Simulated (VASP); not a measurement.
# WSe (R3m) in VASP: single point with PBE+U

Aim: the single point of WSe with PBE+U.

Everything below comes from runs of VASP 6.6.1. Logs are shortened: lines on timing, memory, paths and dates and some standing lists are left out, and cuts for length are marked.

**1. The cell of the first run**

Symmetry: R3m, No. 160, trigonal system. Conventional cell: a = 4.243 Å, b = 4.243 Å, c = 11.614 Å, α = 90.00°, β = 90.00°, γ = 120.00°. Within 3.5 Å of W (site symmetry 3m) lie 4 Se at 2.65 to 2.87 Å. Se (site symmetry 3m) has 4 W at 2.65 to 2.87 Å within 3.5 Å.

**2. Single point, PBE+U, collinear spin**

Contents of INCAR:

```
SYSTEM = WSe
PREC     = Accurate       ! precision mode
ENCUT    = 520            ! plane-wave cutoff, eV
EDIFF    = 1E-6           ! SCF threshold, eV
ISMEAR   = 0              ! smearing method
SIGMA    = 0.1            ! smearing width, eV
LREAL    = .False.        ! projectors in reciprocal space
LASPH    = .True.         ! aspherical terms in the spheres
NELM     = 150            ! most SCF steps
ALGO     = Normal         ! electronic algorithm
ISIF     = 2              ! what is computed and relaxed
LWAVE    = .False.        ! write WAVECAR
LCHARG   = .False.        ! write CHGCAR
ISPIN    = 2              ! spin polarisation
MAGMOM   = 1 -1 0 0       ! initial moments
LORBIT   = 11             ! projections on sites
LMAXMIX  = 4              ! l up to which the mixer works
LDAU     = .True.         ! DFT+U
LDAUTYPE = 2            
LDAUL    = 2 -1           ! shell
LDAUU    = 6.2 0          ! U, eV
LDAUJ    = 0 0          
LDAUPRINT= 1            
GGA      = PE             ! functional
NBANDS   = 32             ! bands
```

Contents of KPOINTS:

```
Automatic mesh
0
Gamma
  12 12 6
  0 0 0
```

Contents of POSCAR:

```
WSe
1.0
    0.0000000000      3.0000386091      3.0000386091
    3.0000386091      0.0000000000      3.0000386091
    6.4702488525      6.4702488525     -0.4701716344
W Se
2 2
Direct
    1.0015780042      0.0015780042      0.9976329937
    1.0015780042      0.0015780042      0.4976329937
    0.2484219958      0.2484219958      0.1273670063
    0.2484219958      0.2484219958      0.6273670063
```

Potentials or basis: VASP PAW PBE potentials, release 64 (W_sv, Se).

The run is started by

```sh
cat potpaw_PBE.64/W_sv/POTCAR potpaw_PBE.64/Se/POTCAR > POTCAR
mpirun -np 1 vasp_std > vasp.out
```

OUTCAR:

```text
SYSTEM = WSe
   PREC = Accurate
   ENCUT = 520
   EDIFF = 1E-6
   ISMEAR = 0
   LREAL = .False.
   LASPH = .True.
   NELM = 150
   ISIF = 2
   ISPIN = 2
   LORBIT = 11
   GGA = PE

 ion  position               nearest neighbor table
   1  0.002  0.002  0.998-   3 2.65   3 2.65   3 2.65   4 2.87
   2  0.002  0.002  0.498-   4 2.65   4 2.65   4 2.65   3 2.87
   3  0.248  0.248  0.127-   1 2.65   1 2.65   1 2.65   2 2.87
   4  0.248  0.248  0.627-   2 2.65   2 2.65   2 2.65   1 2.87

  LATTYP: Found a trigonal (rhomboedric) cell.
 ALAT       =     8.1208890203
 COS(alpha) =     0.8635270634

  Lattice vectors:

 A1 = (   6.4702488525,   3.4702102434,  -3.4702102435)
 A2 = (   3.4702102434,   3.4702102434,  -6.4702488526)
 A3 = (   3.4702102434,   6.4702488525,  -3.4702102435)

Analysis of symmetry for initial positions (statically):
=====================================================================
 Subroutine PRICEL returns following result:

  LATTYP: Found a trigonal (rhomboedric) cell.
 ALAT       =     4.5811925793
 COS(alpha) =     0.5711587130
[... 12 lines left out ...]
 Subroutine GETGRP returns: Found  6 space group operations
 (whereof  6 operations were pure point group operations)
 out of a pool of 12 trial point group operations.

The static configuration has the point symmetry C_3v.

Analysis of symmetry for dynamics (positions and initial velocities):
=====================================================================
 Subroutine PRICEL returns following result:

  LATTYP: Found a trigonal (rhomboedric) cell.
 ALAT       =     4.5811925793
 COS(alpha) =     0.5711587130
[... 12 lines left out ...]
 Subroutine GETGRP returns: Found  6 space group operations
 (whereof  6 operations were pure point group operations)
 out of a pool of 12 trial point group operations.

The dynamic configuration has the point symmetry C_3v.

Analysis of structural, dynamic, and magnetic symmetry:
=====================================================================
 Subroutine PRICEL returns following result:

  LATTYP: Found a trigonal (rhomboedric) cell.
 ALAT       =     4.5811925793
 COS(alpha) =     0.5711587130
[... 12 lines left out ...]
 Subroutine GETGRP returns: Found  6 space group operations
 (whereof  6 operations were pure point group operations)
 out of a pool of 12 trial point group operations.

The overall configuration has the point symmetry C_3v.

 Subroutine INISYM returns: Found  6 space group operations
 (whereof  6 operations are pure point group operations),
 and found     2 'primitive' translations

----------------------------------------------------------------------------------------

                                     Primitive cell

  volume of cell :      60.3496

  direct lattice vectors                    reciprocal lattice vectors
     3.235124426  0.235085817 -3.235124426     0.160821344 -0.172507700 -0.160821344
     0.235085817  3.235124426 -3.235124426    -0.172507700  0.160821344 -0.160821344
     3.235124426  3.235124426 -0.235085817     0.160821344  0.160821344  0.172507700

  length of vectors
     4.581192579  4.581192579  4.581192579     0.285457380  0.285457380  0.285457380

  position of ions in fractional coordinates (direct lattice)
     0.998421996  0.998421996  0.998421996
[... 136 lines left out ...]
  0.0004  0.0002  0.0173  0.0002  0.0000
  0.0035 -0.0035  0.0002  0.0600  0.0003
  0.0000 -0.0003  0.0000  0.0003  0.0173

 occupancies and eigenvectors

  o =  0.0172  v =  0.0000  0.0000  0.0000  0.0000  0.0000  0.0000  0.0066 -0.0001 -0.0066  1.0000      0.0000  0.0000  0.0000  0.0000  0.0000  0.0000  0.0000  0.0000  0.0000  0.0000
  o =  0.0172  v =  0.0000  0.0000  0.0000  0.0000  0.0000  0.0076  0.0038 -1.0000  0.0038 -0.0001      0.0000  0.0000  0.0000  0.0000  0.0000  0.0000  0.0000  0.0000  0.0000  0.0000
  o =  0.0531  v =  0.0000  0.0000  0.0000  0.0000  0.0000  0.5774 -0.5774  0.0000 -0.5774 -0.0000      0.0000  0.0000  0.0000  0.0000  0.0000  0.0000  0.0000  0.0000  0.0000  0.0000
  o =  0.0635  v =  0.0000  0.0000  0.0000  0.0000  0.0000  0.8165  0.4083  0.0093  0.4082 -0.0000      0.0000  0.0000  0.0000  0.0000  0.0000  0.0000  0.0000  0.0000  0.0000  0.0000
  o =  0.0635  v =  0.0000  0.0000  0.0000  0.0000  0.0000 -0.0001  0.7070 -0.0000 -0.7071 -0.0093      0.0000  0.0000  0.0000  0.0000  0.0000  0.0000  0.0000  0.0000  0.0000  0.0000
  o =  0.4295  v =  0.8141  0.4071 -0.0762  0.4071 -0.0000  0.0000  0.0000  0.0000  0.0000  0.0000      0.0000  0.0000  0.0000  0.0000  0.0000  0.0000  0.0000  0.0000  0.0000  0.0000
  o =  0.4295  v = -0.0000 -0.7051  0.0000  0.7050 -0.0762  0.0000  0.0000  0.0000  0.0000  0.0000      0.0000  0.0000  0.0000  0.0000  0.0000  0.0000  0.0000  0.0000  0.0000  0.0000
  o =  0.7640  v =  0.5774 -0.5774 -0.0000 -0.5774 -0.0000  0.0000  0.0000  0.0000  0.0000  0.0000      0.0000  0.0000  0.0000  0.0000  0.0000  0.0000  0.0000  0.0000  0.0000  0.0000
  o =  0.7686  v =  0.0000 -0.0539 -0.0000  0.0539  0.9971  0.0000  0.0000  0.0000  0.0000  0.0000      0.0000  0.0000  0.0000  0.0000  0.0000  0.0000  0.0000  0.0000  0.0000  0.0000
  o =  0.7686  v = -0.0622 -0.0311 -0.9971 -0.0311 -0.0000  0.0000  0.0000  0.0000  0.0000  0.0000      0.0000  0.0000  0.0000  0.0000  0.0000  0.0000  0.0000  0.0000  0.0000  0.0000

atom =   2  type =  1  l = 2

 onsite density matrix

spin component  1

  0.0600  0.0035  0.0004  0.0035 -0.0000
  0.0035  0.0600  0.0002 -0.0035 -0.0003
  0.0004  0.0002  0.0173  0.0002  0.0000
  0.0035 -0.0035  0.0002  0.0600  0.0003
 -0.0000 -0.0003  0.0000  0.0003  0.0173

spin component  2

  0.5423 -0.1108  0.0210 -0.1108  0.0000
 -0.1108  0.5423  0.0105  0.1108 -0.0182
  0.0210  0.0105  0.7666  0.0105 -0.0000
 -0.1108  0.1108  0.0105  0.5423  0.0182
  0.0000 -0.0182 -0.0000  0.0182  0.7666

 occupancies and eigenvectors

  o =  0.0172  v =  0.0000  0.0066 -0.0000 -0.0066  1.0000  0.0000  0.0000  0.0000  0.0000  0.0000      0.0000  0.0000  0.0000  0.0000  0.0000  0.0000  0.0000  0.0000  0.0000  0.0000
  o =  0.0172  v =  0.0076  0.0038 -1.0000  0.0038 -0.0000  0.0000  0.0000  0.0000  0.0000  0.0000      0.0000  0.0000  0.0000  0.0000  0.0000  0.0000  0.0000  0.0000  0.0000  0.0000
  o =  0.0531  v =  0.5774 -0.5774  0.0000 -0.5774 -0.0000  0.0000  0.0000  0.0000  0.0000  0.0000      0.0000  0.0000  0.0000  0.0000  0.0000  0.0000  0.0000  0.0000  0.0000  0.0000
  o =  0.0635  v =  0.8165  0.4083  0.0093  0.4082 -0.0000  0.0000  0.0000  0.0000  0.0000  0.0000      0.0000  0.0000  0.0000  0.0000  0.0000  0.0000  0.0000  0.0000  0.0000  0.0000
  o =  0.0635  v = -0.0001  0.7070 -0.0000 -0.7071 -0.0093  0.0000  0.0000  0.0000  0.0000  0.0000      0.0000  0.0000  0.0000  0.0000  0.0000  0.0000  0.0000  0.0000  0.0000  0.0000
  o =  0.4295  v =  0.0000  0.0000  0.0000  0.0000  0.0000  0.8141  0.4071 -0.0762  0.4071  0.0000      0.0000  0.0000  0.0000  0.0000  0.0000  0.0000  0.0000  0.0000  0.0000  0.0000
  o =  0.4295  v =  0.0000  0.0000  0.0000  0.0000  0.0000  0.0000 -0.7050 -0.0000  0.7051 -0.0762      0.0000  0.0000  0.0000  0.0000  0.0000  0.0000  0.0000  0.0000  0.0000  0.0000
  o =  0.7640  v =  0.0000  0.0000  0.0000  0.0000  0.0000  0.5774 -0.5774 -0.0000 -0.5774  0.0000      0.0000  0.0000  0.0000  0.0000  0.0000  0.0000  0.0000  0.0000  0.0000  0.0000
  o =  0.7686  v =  0.0000  0.0000  0.0000  0.0000  0.0000  0.0000 -0.0539  0.0000  0.0539  0.9971      0.0000  0.0000  0.0000  0.0000  0.0000  0.0000  0.0000  0.0000  0.0000  0.0000
  o =  0.7686  v =  0.0000  0.0000  0.0000  0.0000  0.0000 -0.0622 -0.0311 -0.9971 -0.0311  0.0000      0.0000  0.0000  0.0000  0.0000  0.0000  0.0000  0.0000  0.0000  0.0000  0.0000

 number of electron      40.0000001 magnetization       0.0000000

 Free energy of the ion-electron system (eV)
  ---------------------------------------------------
  ext. energy  EPLUGINS =         0.00000000
  ---------------------------------------------------
  free energy    TOTEN  =       -17.99409633 eV

  energy without entropy =      -17.97901172  energy(sigma->0) =      -17.98655402

 E-fermi :   4.3646     XC(G=0):  -8.9981

 val. band max:        4.3550750444   @ k =  -0.0833  -0.2500   0.1667
 cond. band min:       4.3708148096   @ k =  -0.1667   0.4167   0.3333
 fundamental gap:      0.0157397653
 Fermi energy:         4.3646064551

 spin component 1

 k-point     1 :       0.0000    0.0000    0.0000
  band No.  band energies     occupation
      1     -71.0845      1.00000
      2     -69.6920      1.00000
      3     -35.5936      1.00000
      4     -35.5936      1.00000
      5     -35.4097      1.00000
      6     -33.7543      1.00000
[... 1673 lines left out ...]
     31      10.6946      0.00000
     32      11.1961      0.00000

 [... further k-points ...]

------------------------ aborting loop because EDIFF is reached ----------------------------------------

  FORCE on cell =-STRESS in cart. coord.  units (eV):
  Direction    XX          YY          ZZ          XY          YZ          ZX
  --------------------------------------------------------------------------------------
  -------------------------------------------------------------------------------------
  Total       -1.7346494     -1.7346494     -1.7346494     -0.2040313      0.2040313      0.2040313
  in kB      -23.0259817    -23.0259817    -23.0259817     -2.7083404      2.7083404      2.7083404
  external PRESSURE =     -23.0259817 kB  Pullay stress =       0.0000000 kB

 VOLUME and BASIS-vectors are now :
 -----------------------------------------------------------------------------
  energy-cutoff  :      520.00
  volume of cell :      120.70
      direct lattice vectors                 reciprocal lattice vectors
     0.000000000  3.000038609  3.000038609    -0.160821344  0.172507700  0.160821344
     3.000038609  0.000000000  3.000038609     0.172507700 -0.160821344  0.160821344
     6.470248853  6.470248853 -0.470171634     0.074567494  0.074567494 -0.074567494

 POSITION                                       TOTAL-FORCE (eV/Angst)
 -----------------------------------------------------------------------------------
      6.45967      6.45967     -0.45959        -0.036747     -0.036747      0.036747
      3.22454      3.22454     -0.22450        -0.036747     -0.036747      0.036747
      1.56937      1.56937      1.43067         0.036747      0.036747     -0.036747
      4.80450      4.80450      1.19558         0.036747      0.036747     -0.036747
 -----------------------------------------------------------------------------------
    total drift:                                0.000204      0.000204     -0.000221

  FREE ENERGIE OF THE ION-ELECTRON SYSTEM (eV)
  ---------------------------------------------------
  free  energy   TOTEN  =       -17.9940963285 eV

  energy  without entropy=      -17.9790117177  energy(sigma->0) =      -17.98655402

 total charge

# of ion       s       p       d       tot
------------------------------------------
    1        2.289   6.103   3.335  11.728
    2        2.289   6.103   3.335  11.728
    3        1.442   2.372   0.050   3.864
    4        1.442   2.372   0.050   3.864
--------------------------------------------------
tot          7.463  16.950   6.770  31.183

 magnetization (x)

# of ion       s       p       d       tot
------------------------------------------
    1        0.068   0.037   2.915   3.020
    2       -0.068  -0.037  -2.915  -3.020
    3       -0.008  -0.141   0.024  -0.125
    4        0.008   0.141  -0.024   0.125
--------------------------------------------------
tot          0.000   0.000  -0.000  -0.000
```

It took 17 min on 1 thread of Oxide Virtual Turin-like, shared host; peak memory 0.65 GiB.

What came out:

| Item | Value |
| --- | --- |
| Free energy | -17.9941 eV |
| Pressure | -2.3 GPa |
| Largest force | 0.064 eV/Å |
| Band gap on the k mesh | zero (filled and empty bands overlap) |
| Net moment | 0.00 μB per cell |
| Site moments | W +3.02, -3.02; Se -0.12, +0.12 μB |
| Valence electrons inside the program's atomic spheres | W 11.73; Se 3.86 |

Forces in eV/Å, atoms in the order of the input:
```
W   -0.037 -0.037  0.037
W   -0.037 -0.037  0.037
Se   0.037  0.037 -0.037
Se   0.037  0.037 -0.037
```

Eigenvalues of the final occupation matrices:
| site | spin | trace | eigenvalues |
| --- | --- | --- | --- |
| site 1 d | 1 | 3.16 | 0.43 0.43 0.76 0.77 0.77 |
| site 1 d | 2 | 0.21 | 0.02 0.02 0.05 0.06 0.06 |
| site 2 d | 1 | 0.21 | 0.02 0.02 0.05 0.06 0.06 |
| site 2 d | 2 | 3.16 | 0.43 0.43 0.76 0.77 0.77 |

Caveat: spin-orbit coupling is left out, which moves the levels of the heavy elements.
